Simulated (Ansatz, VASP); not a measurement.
# Si3N4 in VASP and in Ansatz

```xyz
14
Lattice="7.6170 0.0000 0.0000 -3.8085 6.5965 0.0000 0.0000 0.0000 2.9717" Properties=species:S:1:pos:R:3 pbc="T T T"
Si   -1.5990    5.0657    0.7429
Si    2.4304    1.1481    2.2288
Si    0.2209    2.6789    0.7429
Si    5.4075    1.5308    2.2288
Si    1.3781    5.4484    0.7429
Si    3.5876    3.9176    2.2288
N     0.0000    4.3977    0.7429
N     3.8085    2.1988    2.2288
N     2.3977    0.1979    0.7429
N     1.0275    2.1755    2.2288
N     6.2467    1.9776    0.7429
N     1.4108    6.3986    2.2288
N     2.7810    4.4211    0.7429
N    -2.4382    4.6190    2.2288
```

Change from the starting cell: z stretched by +2 %, ions relaxed.

Alike in both runs: task relaxation of the atoms; functional PBE; k mesh 4 × 4 × 9; occupations fermi-dirac, width 0.02 eV; no spin polarisation.

```csv
,VASP,Ansatz
version,VASP 6.6.1,Ansatz 0.2.0
potentials or method,"VASP PAW PBE potentials, release 64 (Si, N)","plane-wave PAW, scalar-relativistic"
plane-wave cutoff (eV),520,420
valence electrons in the cell,64,64
```

VASP gave:

- gap on the k mesh at the Fermi level, each at its own relaxed structure (eV): 3.90

Task: Estimate Ansatz's values.

Result: gap on the k mesh at the Fermi level, each at its own relaxed structure (eV): 3.92.

Ansatz's warnings: stress scf threshold loose.
